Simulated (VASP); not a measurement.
A run of VASP 6.6.1 is set up as follows.

Contents of INCAR:

```
ALGO = Normal ; EDIFF = 1E-6
ENCUT = 600 ; GGA = CA
GGA_COMPAT = False ; ISIF = 2
ISMEAR = -5 ; LASPH = True
LCHARG = True ; LELF = True
LREAL = False ; LVHAR = True
LWAVE = False ; NBANDS = 16
NELM = 120 ; PREC = Accurate
SIGMA = 0.05
```

Contents of KPOINTS:

```
k-points
0
Gamma
  10 10 10
```

The input POSCAR:

```
GaN
1.0
    3.1503543925      0.0000000000      0.0000000000
    1.5751771963      2.7282869348      0.0000000000
    1.5751771963      0.9094289783      2.5722535902
Ga N
1 1
Direct
    0.0000000000      0.0000000000      0.0000000000
    0.2500000000      0.2500000000      0.2500000000
```

Potentials or basis: VASP PAW LDA potentials, release 64 (Ga_d, N).

Run with:

```sh
$ cat potpaw_LDA.64/Ga_d/POTCAR potpaw_LDA.64/N/POTCAR > POTCAR
$ mpirun -np 1 vasp_std > vasp.out
```

**Question.** Predict the pressure.

**Answer.** 1.0 GPa.

**Question.** Estimate the band gap on the k mesh.

**Answer.** 1.97 eV.
